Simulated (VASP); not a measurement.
Runs of VASP 6.6.1 on Ba. The structure is that of space group I4_1/amd (No. 141), or close to it. The cells are those of the table. 

```tsv
cell	gap on the mesh (eV)	pressure (GPa)
a = 5.349, b = 5.349, c = 5.354 Å, angles 97.4, 97.4, 138.0°, 2 atoms	none	1.7
a = 5.797, b = 5.797, c = 5.802 Å, angles 97.4, 97.4, 138.0°, 2 atoms	none	(a)
a = 5.429, b = 5.429, c = 5.434 Å, angles 97.4, 97.4, 138.0°, 2 atoms	none	(b)
a = 5.507, b = 5.507, c = 5.511 Å, angles 97.4, 97.4, 138.0°, 2 atoms	none	0.6
a = 5.727, b = 5.727, c = 5.732 Å, angles 97.4, 97.4, 138.0°, 2 atoms	none	-0.4
```

Alike in all rows: task single point; level PBEsol; potentials or basis VASP PAW PBE potentials, release 64 (Ba_sv); no spin polarisation; k mesh 10 × 10 × 7; cutoff (eV) 520; smearing fermi-dirac 0.1 eV.

Q: Estimate the missing entries.

A: (a) -0.7; (b) 1.1.

Caveats: the PAW data sets were made with another functional, which shifts forces and pressure a little; spin-orbit coupling is left out, which moves the levels of the heavy elements.

A k mesh can miss the band edges, and the runs leave out spin-orbit coupling on Ba.

A gap of «none» marks levels without a gap at the run's occupations.
